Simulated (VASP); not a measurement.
Input of a VASP 6.6.1 run:

File INCAR:

```
ALGO     = Normal         # electronic algorithm
EDIFF    = 1E-6           # SCF threshold, eV
EDIFFG   = -0.04          # ionic threshold
ENCUT    = 600            # plane-wave cutoff, eV
GGA      = PE             # functional
IBRION   = 2              # ionic algorithm
ISIF     = 3              # what is computed and relaxed
ISMEAR   = 0              # smearing method
LASPH    = T              # aspherical terms in the spheres
LCHARG   = F              # write CHGCAR
LREAL    = F              # projectors in reciprocal space
LWAVE    = F              # write WAVECAR
NELM     = 60             # most SCF steps
NSW      = 90             # ionic steps
PREC     = Accurate       # precision mode
SIGMA    = 0.1            # smearing width, eV
```

The input KPOINTS:

```
k-points
0
Gamma
  6 6 4
```

The input POSCAR:

```
LiGeH3
1.0
    3.4270927100      0.0000000000      0.0000000000
    0.0000000000      3.4270927100      0.0000000000
    0.0000000000      0.0000000000      4.5600676300
Li Ge H
1 1 3
Direct
    0.5000000000      0.5000000000      0.6995421100
    0.0000000000      0.0000000000      0.9686971300
    0.5000000000      0.0000000000      0.1954655900
    0.0000000000      0.5000000000      0.1954655900
    0.0000000000      0.0000000000      0.5490295900
```

Potentials or basis: VASP PAW PBE potentials, release 64 (Li_sv, Ge_d, H).

The run is started by

```sh
$ cat potpaw_PBE.64/Li_sv/POTCAR potpaw_PBE.64/Ge_d/POTCAR potpaw_PBE.64/H/POTCAR > POTCAR
$ mpirun -np 1 vasp_std > vasp.out
```

(1) Predict the relaxed volume.

(2) Predict the space group after relaxing (to 0.05 Å).

## Answers

(1) 15.97 Å³/atom.

(2) P4mm (No. 99).

Caveat: the cutoff is under 1.25 times the usual one of these potentials, so pressure, stress and relaxed cells hold a basis-set (Pulay) error; the volume moved by over 15 % at a fixed basis, so the end points are rough.
